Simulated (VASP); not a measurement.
# KI (Fm-3m) in VASP: notebook, part 3 of 3

VASP 6.6.1.

**4. Single point, PBE-based global hybrid with 50 % exact exchange**

Input file POSCAR:

```
KI
1.0
    0.0000000000      3.5442842980      3.5442842980
    3.5442842980      0.0000000000      3.5442842980
    3.5442842980      3.5442842980      0.0000000000
K I
1 1
Direct
    0.0000000000      0.0000000000      0.0000000000
    0.5000000000      0.5000000000      0.5000000000
```

Input file INCAR.step1:

```
  PREC = Accurate
  ENCUT = 520
  EDIFF = 1E-5
  ISMEAR = 0
  SIGMA = 0.01
  LREAL = False
  LASPH = True
  NELM = 80
  ALGO = Normal
  ISIF = 2
  LWAVE = True
  LCHARG = False
  GGA = PE
  NBANDS = 15
```

Input file INCAR.step2:

```
  PREC = Accurate
  ENCUT = 520
  EDIFF = 1E-6
  ISMEAR = 0
  SIGMA = 0.01
  LREAL = False
  LASPH = True
  NELM = 80
  ALGO = Normal
  ISIF = 2
  LWAVE = False
  LCHARG = False
  GGA = PE
  LHFCALC = True
  AEXX = 0.5
  PRECFOCK = Normal
  ISTART = 1
  NBANDS = 15
```

Input file KPOINTS:

```
Automatic mesh
0
Gamma
  4 4 4
```

Potentials or basis: VASP PAW PBE potentials, release 64 (K_sv, I).

Started as:

```console
cat potpaw_PBE.64/K_sv/POTCAR potpaw_PBE.64/I/POTCAR > POTCAR
cp INCAR.step1 INCAR
mpirun -np 1 vasp_std > vasp.out
cp INCAR.step2 INCAR
mpirun -np 1 vasp_std > vasp.out
```

OUTCAR:

```text
PREC = Accurate
   ENCUT = 520
   EDIFF = 1E-6
   ISMEAR = 0
   LREAL = False
   LASPH = True
   NELM = 80
   ISIF = 2
   GGA = PE
   LHFCALC = True
   AEXX = 0.5
   PRECFOCK = Normal
   ISTART = 1

 ion  position               nearest neighbor table
   1  0.000  0.000  0.000-   2 3.54   2 3.54   2 3.54   2 3.54   2 3.54   2 3.54
   2  0.500  0.500  0.500-   1 3.54   1 3.54   1 3.54   1 3.54   1 3.54   1 3.54

  LATTYP: Found a face centered cubic cell.
 ALAT       =     7.0885685960

  Lattice vectors:

 A1 = (   0.0000000000,   3.5442842980,   3.5442842980)
 A2 = (   3.5442842980,   0.0000000000,   3.5442842980)
 A3 = (   3.5442842980,   3.5442842980,   0.0000000000)

Analysis of symmetry for initial positions (statically):
=====================================================================
 Subroutine PRICEL returns:
 Original cell was already a primitive cell.

 Routine SETGRP: Setting up the symmetry group for a
 face centered cubic supercell.

 Subroutine GETGRP returns: Found 48 space group operations
 (whereof 48 operations were pure point group operations)
 out of a pool of 48 trial point group operations.

The static configuration has the point symmetry O_h .

Analysis of symmetry for dynamics (positions and initial velocities):
=====================================================================
 Subroutine PRICEL returns:
 Original cell was already a primitive cell.

 Routine SETGRP: Setting up the symmetry group for a
 face centered cubic supercell.

 Subroutine GETGRP returns: Found 48 space group operations
 (whereof 48 operations were pure point group operations)
 out of a pool of 48 trial point group operations.

The dynamic configuration has the point symmetry O_h .

 Subroutine INISYM returns: Found 48 space group operations
 (whereof 48 operations are pure point group operations),
 and found     1 'primitive' translations

----------------------------------------------------------------------------------------

                                     Primitive cell

[... 112 lines left out ...]
 non-spin polarized calculation
 Gauss-broadening in eV      SIGMA  =   0.01
  energy-cutoff  :      520.00
  volume of cell :       89.05
 maximum number of plane-waves:      2421
 NGX is ok and might be reduce to    40
  NGX = 28; NGY = 28; NGZ = 28

 number of electron      15.9999999 magnetization

 Free energy of the ion-electron system (eV)
  ---------------------------------------------------
  ext. energy  EPLUGINS =         0.00000000
  ---------------------------------------------------
  free energy    TOTEN  =        -8.36325580 eV

  energy without entropy =       -8.36325580  energy(sigma->0) =       -8.36325580

 E-fermi :  -2.6696     XC(G=0):  -4.1469

 val. band max:       -2.7278779834   @ k =   0.0000   0.0000   0.0000
 cond. band min:       4.6623950466   @ k =   0.0000   0.0000   0.0000
 fundamental gap:      7.3902730300
 Fermi energy:        -2.6695847492

 k-point     1 :       0.0000    0.0000    0.0000
  band No.  band energies     occupation
      1     -35.9441      2.00000
      2     -16.6989      2.00000
      3     -16.6989      2.00000
      4     -16.6989      2.00000
      5     -15.0361      2.00000
      6      -2.7279      2.00000
      7      -2.7279      2.00000
      8      -2.7279      2.00000
      9       4.6624      0.00000
     10       7.5682      0.00000
     11       7.5682      0.00000
     12       7.5682      0.00000
     13       8.5434      0.00000
     14       8.5434      0.00000
[... 113 lines left out ...]
      2     -16.7562      2.00000
      3     -16.7326      2.00000
      4     -16.7326      2.00000
      5     -14.7783      2.00000
      6      -3.5675      2.00000
      7      -3.5675      2.00000
      8      -3.3895      2.00000
      9       7.3588      0.00000
     10       7.3588      0.00000
     11       7.6563      0.00000
     12       9.3912      0.00000
     13      10.3155      0.00000
     14      11.5949      0.00000
     15      12.0032      0.00000

------------------------ aborting loop because EDIFF is reached ----------------------------------------

  FORCE on cell =-STRESS in cart. coord.  units (eV):
  Direction    XX          YY          ZZ          XY          YZ          ZX
  --------------------------------------------------------------------------------------
  -------------------------------------------------------------------------------------
  Total       -0.0179123     -0.0179123     -0.0179123      0.0000000      0.0000000      0.0000000
  in kB       -0.3222903     -0.3222903     -0.3222903      0.0000000      0.0000000      0.0000000
  external PRESSURE =      -0.3222903 kB  Pullay stress =       0.0000000 kB

 VOLUME and BASIS-vectors are now :
 -----------------------------------------------------------------------------
  energy-cutoff  :      520.00
  volume of cell :       89.05
      direct lattice vectors                 reciprocal lattice vectors
     0.000000000  3.544284298  3.544284298    -0.141072205  0.141072205  0.141072205
     3.544284298  0.000000000  3.544284298     0.141072205 -0.141072205  0.141072205
     3.544284298  3.544284298  0.000000000     0.141072205  0.141072205 -0.141072205

 POSITION                                       TOTAL-FORCE (eV/Angst)
 -----------------------------------------------------------------------------------
      0.00000      0.00000      0.00000         0.000000     -0.000000     -0.000000
      3.54428      3.54428      3.54428        -0.000000      0.000000      0.000000
 -----------------------------------------------------------------------------------
    total drift:                               -0.000000      0.000000     -0.000000

  FREE ENERGIE OF THE ION-ELECTRON SYSTEM (eV)
  ---------------------------------------------------
  free  energy   TOTEN  =        -8.3632558036 eV

  energy  without entropy=       -8.3632558036  energy(sigma->0) =       -8.36325580
```

Wall time 6.4 min (1 thread of Intel Xeon Platinum 8559C (Emerald Rapids), shared host); peak memory 0.25 GiB.

Results:

```yaml
Free_energy: -8.3633 eV
Pressure: 0.0 GPa
Band_gap_on_the_k_mesh: 7.39 eV
```

Levels at points of the mesh, in eV from the valence-band top:
| k point | band 5 | band 6 | band 7 | band 8 | band 9 | band 10 | band 11 | band 12 |
| --- | --- | --- | --- | --- | --- | --- | --- | --- |
| (0.00, 0.00, 0.00) | -12.31 | 0.00 | 0.00 | 0.00 | 7.39 | 10.30 | 10.30 | 10.30 |
| (0.50, 0.00, 0.00) | -11.96 | -1.49 | -0.36 | -0.36 | 8.92 | 11.56 | 11.84 | 11.84 |
| (0.50, 0.50, 0.00) | -12.12 | -1.16 | -0.43 | -0.43 | 8.43 | 9.40 | 12.39 | 12.45 |

Caveat: the PAW data sets were made with another functional, which shifts forces and pressure a little; spin-orbit coupling is left out, which moves the levels of the heavy elements.

**5. Single point, PBE0**

POSCAR is that of step 4.

Input file INCAR.step1:

```
PREC     = Accurate       # precision mode
ENCUT    = 520            # plane-wave cutoff, eV
EDIFF    = 1E-5           # SCF threshold, eV
ISMEAR   = 0              # smearing method
SIGMA    = 0.01           # smearing width, eV
LREAL    = False          # projectors in reciprocal space
LASPH    = True           # aspherical terms in the spheres
NELM     = 60             # most SCF steps
ALGO     = Normal         # electronic algorithm
ISIF     = 2              # what is computed and relaxed
LWAVE    = True           # write WAVECAR
LCHARG   = False          # write CHGCAR
GGA      = PE             # functional
NBANDS   = 15             # bands
```

Input file INCAR.step2:

```
PREC     = Accurate       # precision mode
ENCUT    = 520            # plane-wave cutoff, eV
EDIFF    = 1E-6           # SCF threshold, eV
ISMEAR   = 0              # smearing method
SIGMA    = 0.01           # smearing width, eV
LREAL    = False          # projectors in reciprocal space
LASPH    = True           # aspherical terms in the spheres
NELM     = 60             # most SCF steps
ALGO     = Normal         # electronic algorithm
ISIF     = 2              # what is computed and relaxed
LWAVE    = False          # write WAVECAR
LCHARG   = False          # write CHGCAR
GGA      = PE             # functional
LHFCALC  = True           # exact exchange
AEXX     = 0.25           # exact-exchange fraction
PRECFOCK = Normal       
ISTART   = 1            
NBANDS   = 15             # bands
```

KPOINTS is that of step 4.

Started as:

```console
cat potpaw_PBE.64/K_sv/POTCAR potpaw_PBE.64/I/POTCAR > POTCAR
cp INCAR.step1 INCAR
mpirun -np 1 vasp_std > vasp.out
cp INCAR.step2 INCAR
mpirun -np 1 vasp_std > vasp.out
```

Wall time 6.2 min (1 thread of Intel Xeon Platinum 8559C (Emerald Rapids), shared host); peak memory 0.25 GiB.

It converged, with:

```
Free energy            : -6.9177 eV
Pressure               : 0.2 GPa
Band gap on the k mesh : 5.64 eV
```

Levels at points of the mesh, in eV from the valence-band top:
```csv
k point,band 4,band 5,band 6,band 7,band 8,band 9,band 10,band 11,band 12,band 13
"(0.00, 0.00, 0.00)",-13.01,-11.41,0.00,0.00,0.00,5.64,8.39,8.39,8.39,9.23
"(0.50, 0.00, 0.00)",-13.01,-11.11,-1.40,-0.35,-0.35,7.20,9.63,9.97,9.97,10.88
"(0.50, 0.50, 0.00)",-13.03,-11.25,-1.08,-0.40,-0.40,6.68,7.55,10.23,10.60,10.91
```

Caveat: the PAW data sets were made with another functional, which shifts forces and pressure a little; spin-orbit coupling is left out, which moves the levels of the heavy elements.

**6. Summary**

| level | share of exact exchange | screening parameter | gap on the mesh (eV) | pressure (GPa) |
| --- | --- | --- | --- | --- |
| HSE06 | 0.25 | 0.2079 1/Å | 4.93 | 0.3 |
| PBE-based screened hybrid with 75 % exact exchange | 0.75 | 0.5 1/Å | 5.37 | 0.0 |
| PBE-based global hybrid with 50 % exact exchange | 0.5 | - | 7.39 | 0.0 |
| PBE0 | 0.25 | - | 5.64 | 0.2 |

Alike in all rows: task single point; potentials or basis VASP PAW PBE potentials, release 64 (K_sv, I); no spin polarisation; cell as given; k mesh 4 × 4 × 4; cutoff (eV) 520; smearing gaussian 0.01 eV.

On the cell as given the gap runs from 4.93 eV (HSE06) to 7.39 eV (PBE-based global hybrid with 50 % exact exchange). The pressure there spans 0.0 GPa (PBE-based global hybrid with 50 % exact exchange) to 0.3 GPa (HSE06); a positive pressure means that this level wants a larger cell, a negative one a smaller.

Caveats: the PAW data sets were made with another functional, which shifts forces and pressure a little; spin-orbit coupling is left out, which moves the levels of the heavy elements.

Absolute energies hang on the potentials; compare differences alone.
